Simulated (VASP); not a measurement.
# SnSe in VASP: further runs, part 2 of 2

VASP 6.6.1.

### 3 Single point, PBEsol

File INCAR:

```
  ALGO = Normal
  DIPOL = 0.5 0.5 0.500
  EDIFF = 1E-6
  ENCUT = 520
  GGA = PS
  IDIPOL = 3
  ISIF = 2
  ISMEAR = 0
  LASPH = True
  LCHARG = False
  LDIPOL = True
  LREAL = False
  LWAVE = False
  NBANDS = 50
  NELM = 100
  PREC = Accurate
  SIGMA = 0.05
```

File KPOINTS:

```
k-points
0
Gamma
  9 9 1
```

File POSCAR:

```
SnSe
1.0
    4.2041099673      0.0000000000      0.0000000000
   -2.1020549836      3.6408660320      0.0000000000
    0.0000000000      0.0000000000     27.0142449494
Se Sn
4 4
Direct
    0.3333333333      0.6666666667      0.2765307632
    0.0000000000      0.0000000000      0.4075850346
    0.6666666667      0.3333333333      0.5397962845
    0.3333333333      0.6666666667      0.6716834110
    0.6666666667      0.3333333333      0.3269121303
    0.3333333333      0.6666666667      0.4602687995
    0.0000000000      0.0000000000      0.5927482908
    0.6666666667      0.3333333333      0.7244752861
```

Potentials or basis: VASP PAW PBE potentials, release 64 (Se, Sn_d).

Run with:

```sh
$ cat potpaw_PBE.64/Se/POTCAR potpaw_PBE.64/Sn_d/POTCAR > POTCAR
$ mpirun -np 1 vasp_std > vasp.out
```

OUTCAR:

```text
EDIFF = 1E-6
   ENCUT = 520
   GGA = PS
   ISIF = 2
   ISMEAR = 0
   LASPH = True
   LREAL = False
   NELM = 100
   PREC = Accurate

 ion  position               nearest neighbor table
   1  0.333  0.667  0.277-   5 2.78   5 2.78   5 2.78
   2  0.000  0.000  0.408-   6 2.81   6 2.81   6 2.81   5 3.26   5 3.26   5 3.26
   3  0.667  0.333  0.540-   7 2.82   7 2.82   7 2.82   6 3.24   6 3.24   6 3.24
   4  0.333  0.667  0.672-   8 2.82   8 2.82   8 2.82   7 3.23   7 3.23   7 3.23
   5  0.667  0.333  0.327-   1 2.78   1 2.78   1 2.78   2 3.26   2 3.26   2 3.26
   6  0.333  0.667  0.460-   2 2.81   2 2.81   2 2.81   3 3.24   3 3.24   3 3.24
   7  0.000  0.000  0.593-   3 2.82   3 2.82   3 2.82   4 3.23   4 3.23   4 3.23
   8  0.667  0.333  0.724-   4 2.82   4 2.82   4 2.82

[... 842 lines left out ...]

 VOLUME and BASIS-vectors are now :
 -----------------------------------------------------------------------------
  energy-cutoff  :      520.00
  volume of cell :      413.50
      direct lattice vectors                 reciprocal lattice vectors
     4.204109967  0.000000000  0.000000000     0.237862475  0.137329964  0.000000000
    -2.102054984  3.640866032  0.000000000     0.000000000  0.274659927  0.000000000
     0.000000000  0.000000000 27.014244949     0.000000000  0.000000000  0.037017507

 POSITION                                       TOTAL-FORCE (eV/Angst)
 -----------------------------------------------------------------------------------
     -0.00000      2.42724      7.47027         0.000000     -0.000000     -0.022051
      0.00000      0.00000     11.01060        -0.000000     -0.000000     -0.022320
      2.10205      1.21362     14.58219        -0.000000     -0.000000     -0.010257
     -0.00000      2.42724     18.14502         0.000000     -0.000000     -0.021966
      2.10205      1.21362      8.83128         0.000000     -0.000000      0.022545
     -0.00000      2.42724     12.43381        -0.000000      0.000000      0.025062
      0.00000      0.00000     16.01265        -0.000000     -0.000000      0.007105
      2.10205      1.21362     19.57115         0.000000     -0.000000      0.021884
 -----------------------------------------------------------------------------------
    total drift:                               -0.000000      0.000000      0.001201

  FREE ENERGIE OF THE ION-ELECTRON SYSTEM (eV)
  ---------------------------------------------------
  free  energy   TOTEN  =       -34.8170142524 eV

  energy  without entropy=      -34.8117419864  energy(sigma->0) =      -34.81437812

 vacuum level on the upper side and lower side of the slab         4.333         6.184
```

OSZICAR:

```text
N       E                     dE             d eps       ncg     rms          rms(c)
DAV:   1     0.770463315832E+03    0.77046E+03   -0.36200E+04  1280   0.163E+03
DAV:   2     0.823683038258E+02   -0.68810E+03   -0.66788E+03  1304   0.403E+02
DAV:   3    -0.278773296216E+02   -0.11025E+03   -0.10618E+03  1458   0.176E+02
DAV:   4    -0.356175826716E+02   -0.77403E+01   -0.75954E+01  1416   0.464E+01
[... 18 lines left out ...]
DAV:  23    -0.348170060428E+02   -0.10305E-04   -0.57901E-07   924   0.180E-03    0.878E-04
DAV:  24    -0.348170092010E+02   -0.31582E-05   -0.11121E-07   872   0.124E-03    0.397E-04
DAV:  25    -0.348170125425E+02   -0.33415E-05   -0.77538E-08   850   0.929E-04    0.383E-04
DAV:  26    -0.348170137810E+02   -0.12385E-05   -0.34318E-08   836   0.611E-04    0.291E-04
DAV:  27    -0.348170142524E+02   -0.47148E-06   -0.12852E-08   734   0.435E-04
   1 F= -.34817014E+02 E0= -.34814378E+02  d E =-.527227E-02
```

Run time: 6.8 min. Hardware: 1 thread of AMD EPYC 7R13 (Zen 3), shared host; peak memory 0.56 GiB.

Results:

* Free energy: -34.8170 eV
* Largest force: 0.025 eV/Å
* Band gap on the k mesh: zero (bands 40 and 41 overlap by 0.17 eV)

Forces on the atoms (eV/Å):
```
Se   0.000  0.000 -0.022
Se   0.000  0.000 -0.022
Se   0.000  0.000 -0.010
Se   0.000  0.000 -0.022
Sn   0.000  0.000  0.023
Sn   0.000  0.000  0.025
Sn   0.000  0.000  0.007
Sn   0.000  0.000  0.022
```

Caveat: the PAW data sets were made with another functional, which shifts forces and pressure a little; spin-orbit coupling is left out, which moves the levels of the heavy elements.

### 4 Relaxation of the atoms, PBEsol

This run uses another cell than the first one: it holds 6 atoms, not 8.

File INCAR:

```
SYSTEM = SnSe
ALGO = Normal
DIPOL = 0.5 0.5 0.500
EDIFF = 1E-6
EDIFFG = -0.03
ENCUT = 520
GGA = PS
IBRION = 2
IDIPOL = 3
ISIF = 2
ISMEAR = 0
KPAR = 2
LASPH = .TRUE.
LCHARG = .FALSE.
LDIPOL = .TRUE.
LREAL = .FALSE.
LWAVE = .FALSE.
NELM = 80
NSW = 90
PREC = Accurate
SIGMA = 0.05
```

File KPOINTS:

```
k-points
0
G
  9 9 1
  0 0 0
```

File POSCAR:

```
SnSe
1.0
    4.2041099673      0.0000000000      0.0000000000
   -2.1020549836      3.6408660320      0.0000000000
    0.0000000000      0.0000000000     25.5816035353
Se Sn
3 3
Selective dynamics
Direct
    0.3333333333      0.6666666667      0.3322700232  F F F
    0.0000000000      0.0000000000      0.4664540046  F F F
    0.6666666667      0.3333333333      0.6006379861  T T T
    0.6666666667      0.3333333333      0.3993620139  F F F
    0.3333333333      0.6666666667      0.5335459954  T T T
    0.0000000000      0.0000000000      0.6677299768  T T T
```

Run with:

```sh
$ cat potpaw_PBE.64/Se/POTCAR potpaw_PBE.64/Sn_d/POTCAR > POTCAR
$ mpirun -np 2 vasp_std > vasp.out
```

Wall time 6.7 min (2 MPI ranks of Intel Xeon Platinum 8488C (Sapphire Rapids), shared host); peak memory 0.57 GiB.

Results (log left out):

```yaml
Free_energy: -25.4431 eV
Energy_gained_by_relaxing: 39.6 meV/atom
Ionic_steps: 9
Band_gap_on_the_k_mesh: 0.14 eV (least direct gap 0.34 eV)
```

Step by step:
```tsv
step	energy change (eV)	largest force on free atoms (eV/Å)	pressure (GPa)
1	0.0000	0.9107	-1.82
2	-0.0859	0.7544	-1.72
3	-0.2277	0.3009	-1.21
4	-0.2296	0.2025	-1.09
5	-0.2299	0.2339	-1.13
6	-0.2356	0.1221	-1.14
7	-0.2373	0.0355	-1.15
8	-0.2373	0.0396	-1.15
9	-0.2374	0.0209	-1.13
```

Final structure:
```cif
data_structure
_symmetry_space_group_name_H-M 'P 1'
_symmetry_Int_Tables_number 1
_cell_length_a 4.2041
_cell_length_b 4.2041
_cell_length_c 25.5816
_cell_angle_alpha 90.000
_cell_angle_beta 90.000
_cell_angle_gamma 120.000
_cell_volume 391.57
loop_
_atom_site_label
_atom_site_type_symbol
_atom_site_fract_x
_atom_site_fract_y
_atom_site_fract_z
_atom_site_occupancy
Se1 Se 0.33333 0.66667 0.33227 1
Se2 Se 0.00000 0.00000 0.46645 1
Se3 Se 0.66667 0.33333 0.60761 1
Sn1 Sn 0.66667 0.33333 0.39936 1
Sn2 Sn 0.33333 0.66667 0.52437 1
Sn3 Sn 0.00000 0.00000 0.66396 1
```

Levels at points of the mesh, in eV from the valence-band top:
```
           k point  band 28  band 29  band 30  band 31  band 32  band 33
(0.00, 0.00, 0.00)    -0.45    -0.36    -0.36     0.55     1.44     1.44
```

Caveat: semilocal functionals underestimate gaps, and a narrow one can read as zero; the PAW data sets were made with another functional, which shifts forces and pressure a little; spin-orbit coupling is left out, which moves the levels of the heavy elements.

### 5 Overview

```tsv
task	cell	atoms held fixed (from 0)	gap on the mesh (eV)	largest force (eV/Å)
single point	a = 4.204, b = 4.204, c = 27.014 Å, angles 90.0, 90.0, 120.0°, 8 atoms, atomic positions A	-	none	2.04
single point	a = 4.204, b = 4.204, c = 27.014 Å, angles 90.0, 90.0, 120.0°, 8 atoms, atomic positions B	-	none	0.03
relaxation of the atoms	atoms relaxed from a = 4.204, b = 4.204, c = 25.582 Å, angles 90.0, 90.0, 120.0°, 6 atoms, atomic positions C	[0, 1, 3]	0.14	-
```

Alike in all rows: level PBEsol; potentials or basis VASP PAW PBE potentials, release 64 (Se, Sn_d); no spin polarisation; k mesh 9 × 9 × 1; cutoff (eV) 520; smearing gaussian 0.05 eV.

Caveats: the PAW data sets were made with another functional, which shifts forces and pressure a little; spin-orbit coupling is left out, which moves the levels of the heavy elements; semilocal functionals underestimate gaps, and a narrow one can read as zero (at least some runs).

Absolute energies hang on the potentials; compare differences alone.
